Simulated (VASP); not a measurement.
SnF5, 6 atoms in the cell. The structure is hexagonal, space group P-62m (No. 189). The conventional cell has a = 5.309 Å, b = 5.309 Å, c = 4.697 Å, α = 90.00°, β = 90.00°, γ = 120.00°. Sn (site symmetry -62m) has 18 F at 3.07 to 3.99 Å within 4.0 Å. F (site symmetry m2m) has 10 F at 2.83 to 3.61 Å and 2 Sn at 3.14 Å within 3.7 Å. F (site symmetry -6) has 9 F at 2.86 to 3.07 Å and 3 Sn at 3.07 Å within 3.8 Å. The cell was generated, and may not be a known phase.

```yaml
Program: VASP 6.6.1
Task: relaxation of cell and atoms
Functional: PBE
Potentials_or_basis: VASP PAW PBE potentials, release 64 (Sn_d, F)
Cutoff: 600 eV
k_mesh: 6 × 6 × 4
Occupations: gaussian, width 0.1 eV
Spin: no spin polarisation
Dipole_correction: no
Further_INCAR_settings: ALGO = Fast; EDIFF = 1e-06; IBRION = 2; EDIFFG = -0.04; NSW = 90; ISIF = 3
```

Potentials or basis: VASP PAW PBE potentials, release 64 (Sn_d, F).

Launch:

```sh
$ cat potpaw_PBE.64/Sn_d/POTCAR potpaw_PBE.64/F/POTCAR > POTCAR
$ mpirun -np 1 vasp_std > vasp.out
```

Hardware: 1 thread of Oxide Virtual Turin-like Processor (shared host).

**Question.** How long does it take, and how much memory?

**Answer.** Wall time 52 min on 1 thread of Oxide Virtual Turin-like Processor, on a shared host, peak memory 0.28 GiB. Counts: scf iterations 301, k points 21, ion steps 29.
